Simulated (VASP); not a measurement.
# SrI3 (I4/mmm) in VASP: single point with PBE

Aim: the single point of SrI3 with PBE.

Everything below comes from runs of VASP 6.6.1. Logs are shortened: lines on timing, memory, paths and dates and some standing lists are left out, and cuts for length are marked.

## 1. The cell of the first run

The structure is tetragonal, space group I4/mmm (No. 139). Conventional cell: a = 4.974 Å, b = 4.974 Å, c = 12.327 Å, α = 90.00°, β = 90.00°, γ = 90.00°. Within 4.6 Å of Sr (site symmetry 4/mmm) lie 12 I at 3.52 to 3.96 Å. Within 4.6 Å of I (site symmetry 4/mmm) lie 4 Sr at 3.52 Å and 8 I at 3.96 Å. I (site symmetry -4m2) has 8 I at 3.52 to 3.96 Å and 4 Sr at 3.96 Å within 4.6 Å.

## 2. Single point, PBE

Contents of INCAR:

```
SYSTEM = SrI3
ALGO = Normal
EDIFF = 1E-6
ENCUT = 520
GGA = PE
ISIF = 2
ISMEAR = 0
LASPH = .TRUE.
LCHARG = .FALSE.
LREAL = .FALSE.
LWAVE = .FALSE.
NBANDS = 24
NELM = 80
PREC = Accurate
SIGMA = 0.1
```

Contents of KPOINTS:

```
k-points
0
G
  12 12 12
  0 0 0
```

Contents of POSCAR:

```
SrI3
1.0
   -2.4868776310      2.4868776310      6.1632771001
    2.4868776310     -2.4868776310      6.1632771001
    2.4868776310      2.4868776310     -6.1632771001
Sr I
1 3
Direct
    0.0000000000      0.0000000000      0.0000000000
    0.5000000000      0.5000000000      0.0000000000
    0.2500000000      0.7500000000      0.5000000000
    0.7500000000      0.2500000000      0.5000000000
```

Potentials or basis: VASP PAW PBE potentials, release 64 (Sr_sv, I).

The run is started by

```sh
$ cat potpaw_PBE.64/Sr_sv/POTCAR potpaw_PBE.64/I/POTCAR > POTCAR
$ mpirun -np 1 vasp_std > vasp.out
```

OUTCAR:

```text
SYSTEM = SrI3
   EDIFF = 1E-6
   ENCUT = 520
   GGA = PE
   ISIF = 2
   ISMEAR = 0
   LASPH = .TRUE.
   LREAL = .FALSE.
   NELM = 80
   PREC = Accurate

 ion  position               nearest neighbor table
   1  0.000  0.000  0.000-   2 3.52   2 3.52   2 3.52   2 3.52   4 3.96   3 3.96   4 3.96   3 3.96
                             4 3.96   4 3.96   3 3.96   3 3.96
   2  0.500  0.500  0.000-   1 3.52   1 3.52   1 3.52   1 3.52
   3  0.250  0.750  0.500-   4 3.52   4 3.52   4 3.52   4 3.52   1 3.96   1 3.96   1 3.96   1 3.96

   4  0.750  0.250  0.500-   3 3.52   3 3.52   3 3.52   3 3.52   1 3.96   1 3.96   1 3.96   1 3.96

  LATTYP: Found a body centered tetragonal cell.
 ALAT       =     4.9737552620
 C/A-ratio  =     2.4783194088

  Lattice vectors:

 A1 = (  -2.4868776310,   2.4868776310,   6.1632771001)
 A2 = (   2.4868776310,  -2.4868776310,   6.1632771001)
 A3 = (   2.4868776310,   2.4868776310,  -6.1632771001)

Analysis of symmetry for initial positions (statically):
=====================================================================
 Subroutine PRICEL returns:
 Original cell was already a primitive cell.

 Routine SETGRP: Setting up the symmetry group for a
 body centered tetragonal supercell.

 Subroutine GETGRP returns: Found 16 space group operations
 (whereof 16 operations were pure point group operations)
 out of a pool of 16 trial point group operations.

The static configuration has the point symmetry D_4h.

Analysis of symmetry for dynamics (positions and initial velocities):
=====================================================================
 Subroutine PRICEL returns:
 Original cell was already a primitive cell.

 Routine SETGRP: Setting up the symmetry group for a
 body centered tetragonal supercell.

 Subroutine GETGRP returns: Found 16 space group operations
 (whereof 16 operations were pure point group operations)
 out of a pool of 16 trial point group operations.

The dynamic configuration has the point symmetry D_4h.

 Subroutine INISYM returns: Found 16 space group operations
 (whereof 16 operations are pure point group operations),
 and found     1 'primitive' translations

----------------------------------------------------------------------------------------

                                     Primitive cell

  volume of cell :     152.4686

  direct lattice vectors                    reciprocal lattice vectors
    -2.486877631  2.486877631  6.163277100     0.000000000  0.201055329  0.081125673
     2.486877631 -2.486877631  6.163277100     0.201055329  0.000000000  0.081125673
     2.486877631  2.486877631 -6.163277100     0.201055329  0.201055329  0.000000000

  length of vectors
     7.096133124  7.096133124  7.096133124     0.216805489  0.216805489  0.284335173

  position of ions in fractional coordinates (direct lattice)
     0.000000000  0.000000000  0.000000000
     0.500000000  0.500000000  0.000000000
     0.250000000  0.750000000  0.500000000
     0.750000000  0.250000000  0.500000000

  ion indices of the primitive-cell ions
   primitive index   ion index
                 1           1
                 2           2
                 3           3
                 4           4

----------------------------------------------------------------------------------------

 KPOINTS: k-points

Automatic generation of k-mesh.
 Grid dimensions read from file:
 generate k-points for:   12   12   12

 Generating k-lattice:

  Cartesian coordinates                     Fractional coordinates (reciprocal lattice)
     0.000000000  0.016754611  0.006760473     0.083333333  0.000000000  0.000000000
     0.016754611  0.000000000  0.006760473     0.000000000  0.083333333  0.000000000
     0.016754611  0.016754611  0.000000000     0.000000000  0.000000000  0.083333333

  Length of vectors
     0.018067124  0.018067124  0.023694598

  Shift w.r.t. Gamma in fractional coordinates (k-lattice)
     0.000000000  0.000000000  0.000000000

 Subroutine IBZKPT returns following result:
 ===========================================

 Found    163 irreducible k-points:

 Following reciprocal coordinates:
            Coordinates               Weight
  0.000000  0.000000  0.000000      1.000000
  0.083333  0.000000 -0.000000      8.000000
  0.166667  0.000000 -0.000000      8.000000
  0.250000 -0.000000  0.000000      8.000000
  0.333333  0.000000 -0.000000      8.000000
  0.416667 -0.000000  0.000000      8.000000
[... 16 lines left out ...]
  0.500000  0.166667 -0.000000     16.000000
 -0.416667  0.166667 -0.000000     16.000000
 [... further k-points ...]
   k-points           NKPTS =    163   k-points in BZ     NKDIM =    163   number of bands    NBANDS=     24
   number of dos      NEDOS =    301   number of ions     NIONS =      4
   total plane-waves  NPLWV = 157464
   dimension x,y,z NGX =    54 NGY =   54 NGZ =   54
   dimension x,y,z NGXF=   108 NGYF=  108 NGZF=  108
   ions per type =               1   3
   NGX,Y,Z   is equivalent  to a cutoff of  12.65, 12.65, 12.65 a.u.
   NGXF,Y,Z  is equivalent  to a cutoff of  25.30, 25.30, 25.30 a.u.
 SYSTEM =  SrI3
   PREC   = accura    normal or accurate (medium, high low for compatibility)
   ISTART =      0    job   : 0-new  1-cont  2-samecut
   ICHARG =      2    charge: 1-file 2-atom 10-const
   ISPIN  =      1    spin polarized calculation?
   LNONCOLLINEAR =      F non collinear calculations
   LSORBIT =      F    spin-orbit coupling
   LASPH  =      T    aspherical Exc in radial PAW
   ENCUT  =  520.0 eV  38.22 Ry    6.18 a.u.  13.19 13.19 13.19*2*pi/ulx,y,z
   NELM   =     80;   NELMIN=  2; NELMDL= -5     # of ELM steps
   EDIFF  = 0.1E-05   stopping-criterion for ELM
   LREAL  =      F    real-space projection
   EDIFFG = 0.1E-04   stopping-criterion for IOM
   NSW    =      0    number of steps for IOM
   IBRION =     -1    ionic relax: 0-MD 1-quasi-New 2-CG
   NFREE  =      0    steps in history (QN), initial steepest desc. (CG)
   ISIF   =      2    stress and relaxation
   ISYM   =      2    0-nonsym 1-usesym 2-fastsym
   POTIM  = 0.5000    time-step for ionic-motion
   TEBEG  =    0.0;   TEEND  =   0.0 temperature during run
   PSTRESS=    0.0 pullay stress
   NELECT =      31.0000    total number of electrons
   NUPDOWN=      -1.0000    fix difference up-down
   EMIN   =  10.00;   EMAX   =-10.00  energy-range for DOS
   EFERMI =   0.00;   METHOD = LEGACY
   ISMEAR =     0;   SIGMA  =   0.10  broadening in eV -4-tet -1-fermi 0-gaus
   EFERMI_NEDOS =   21; number of points for ismear=-14 and -15
   IALGO  =     38    algorithm
   IMIX   =      4    mixing-type and parameters
     AMIX     =   0.40;   BMIX     =  1.00
     AMIX_MAG =   1.60;   BMIX_MAG =  1.00
  volume/ion in A,a.u.               =      38.12       257.23
  Fermi-wavevector in a.u.,A,eV,Ry     =   0.962650  1.819145 12.608459  0.926696
  Thomas-Fermi vector in A             =   2.092128
   LORBIT       =      0    0 simple, 1 ext, 2 COOP (PROOUT), +10 PAW based schemes
   GGA     = PE    functional components
   LHFCALC =     F    Hartree Fock is set to
   AEXX    =    0.0000 exact exchange contribution
   IVDW    =     0    specifies the selected vdW correction
   LEPSILON=     F    determine dielectric tensor
   LRPA    =     F    only Hartree local field effects (RPA)
 non-spin polarized calculation
 Gauss-broadening in eV      SIGMA  =   0.10
  energy-cutoff  :      520.00
  volume of cell :      152.47
 maximum number of plane-waves:      4135
 NGX is ok and might be reduce to    54
   NGX = 27   NGY = 27   NGZ = 27

 number of electron      31.0000002 magnetization

 Free energy of the ion-electron system (eV)
  ---------------------------------------------------
  ext. energy  EPLUGINS =         0.00000000
  ---------------------------------------------------
  free energy    TOTEN  =       -10.06479354 eV

  energy without entropy =      -10.05367543  energy(sigma->0) =      -10.05923448

 E-fermi :   3.9187     XC(G=0):  -8.5438

 val. band max:        3.9177596067   @ k =  -0.1667  -0.1667   0.1667
 cond. band min:       3.9325102591   @ k =  -0.0833  -0.0833   0.0833
 fundamental gap:      0.0147506524
 Fermi energy:         3.9187048070

 k-point     1 :       0.0000    0.0000    0.0000
  band No.  band energies     occupation
      1     -32.6143      2.00000
      2     -14.5389      2.00000
      3     -14.5342      2.00000
      4     -14.5342      2.00000
      5      -9.2238      2.00000
      6      -8.2297      2.00000
[... 16 lines left out ...]
     23       8.2596      0.00000
     24      10.4973      0.00000

 k-point     2 :       0.0833    0.0000   -0.0000
  band No.  band energies     occupation
      1     -32.6143      2.00000
      2     -14.5389      2.00000
      3     -14.5364      2.00000
      4     -14.5339      2.00000
      5      -9.1977      2.00000
      6      -8.2282      2.00000
[... 16 lines left out ...]
     23       8.3760      0.00000
     24      10.3804      0.00000

 k-point     3 :       0.1667    0.0000   -0.0000
  band No.  band energies     occupation
      1     -32.6142      2.00000
      2     -14.5425      2.00000
      3     -14.5386      2.00000
      4     -14.5331      2.00000
      5      -9.1211      2.00000
      6      -8.2244      2.00000
[... 16 lines left out ...]
     23       8.6655      0.00000
     24      10.3767      0.00000
[... 514 lines left out ...]
 k-point    23 :       0.5000    0.1667   -0.0000
  band No.  band energies     occupation
      1     -32.6137      2.00000
      2     -14.5639      2.00000
      3     -14.5371      2.00000
      4     -14.5360      2.00000
      5      -8.5275      2.00000
      6      -8.3076      2.00000
[... 16 lines left out ...]
     23       9.1275      0.00000
     24       9.9578      0.00000

 k-point    24 :      -0.4167    0.1667   -0.0000
  band No.  band energies     occupation
      1     -32.6137      2.00000
      2     -14.5619      2.00000
      3     -14.5370      2.00000
      4     -14.5363      2.00000
      5      -8.6521      2.00000
      6      -8.2103      2.00000
[... 16 lines left out ...]
     23       9.3406      0.00000
     24       9.8173      0.00000

 [... further k-points ...]

------------------------ aborting loop because EDIFF is reached ----------------------------------------

  FORCE on cell =-STRESS in cart. coord.  units (eV):
  Direction    XX          YY          ZZ          XY          YZ          ZX
  --------------------------------------------------------------------------------------
  -------------------------------------------------------------------------------------
  Total        0.0345130      0.0345130      0.0631341      0.0000000     -0.0000000      0.0000000
  in kB        0.3626709      0.3626709      0.6634283      0.0000000     -0.0000000      0.0000000
  external PRESSURE =       0.4629234 kB  Pullay stress =       0.0000000 kB

 VOLUME and BASIS-vectors are now :
 -----------------------------------------------------------------------------
  energy-cutoff  :      520.00
  volume of cell :      152.47
      direct lattice vectors                 reciprocal lattice vectors
    -2.486877631  2.486877631  6.163277100     0.000000000  0.201055329  0.081125673
     2.486877631 -2.486877631  6.163277100     0.201055329  0.000000000  0.081125673
     2.486877631  2.486877631 -6.163277100     0.201055329  0.201055329  0.000000000

 POSITION                                       TOTAL-FORCE (eV/Angst)
 -----------------------------------------------------------------------------------
      0.00000      0.00000      0.00000        -0.000000      0.000000     -0.000000
      0.00000      0.00000      6.16328        -0.000000      0.000000     -0.000000
      2.48688      0.00000      3.08164         0.000000      0.000000     -0.000000
      0.00000      2.48688      3.08164         0.000000     -0.000000      0.000000
 -----------------------------------------------------------------------------------
    total drift:                               -0.000000      0.000000      0.000000

  FREE ENERGIE OF THE ION-ELECTRON SYSTEM (eV)
  ---------------------------------------------------
  free  energy   TOTEN  =       -10.0647935359 eV

  energy  without entropy=      -10.0536754289  energy(sigma->0) =      -10.05923448
```

Run time: 21 min. Hardware: 1 thread of Intel Xeon Platinum 8259CL at 2.50GHz (Skylake/Cascade Lake), shared host; peak memory 0.78 GiB.

Results:

* Free energy: -10.0648 eV
* Pressure: 0.0 GPa
* Band gap on the k mesh: zero (an odd number of electrons rules out a gap without spin polarisation)

Levels at points of the mesh, in eV from the Fermi level:
| k point | band 12 | band 13 | band 14 | band 15 | band 16 | band 17 | band 18 | band 19 | band 20 | band 21 |
| --- | --- | --- | --- | --- | --- | --- | --- | --- | --- | --- |
| (0.00, 0.00, 0.00) | -2.47 | -1.83 | -0.65 | 0.02 | 0.02 | 1.55 | 2.70 | 2.94 | 3.29 | 3.94 |
| (0.50, 0.00, 0.00) | -2.13 | -2.08 | -2.02 | -1.82 | -0.65 | 3.56 | 3.67 | 3.72 | 3.87 | 4.25 |
| (0.50, 0.50, 0.00) | -2.52 | -1.64 | -1.05 | 0.58 | 0.61 | 2.22 | 2.84 | 3.56 | 3.89 | 4.31 |
| (0.50, 0.50, 0.50) | -2.03 | -2.02 | -1.45 | -0.06 | -0.06 | 1.60 | 2.55 | 2.96 | 2.96 | 2.96 |

Caveat: spin-orbit coupling is left out, which moves the levels of the heavy elements; an odd number of electrons without spin polarisation forces a metal; a magnetic or distorted state may lie lower.
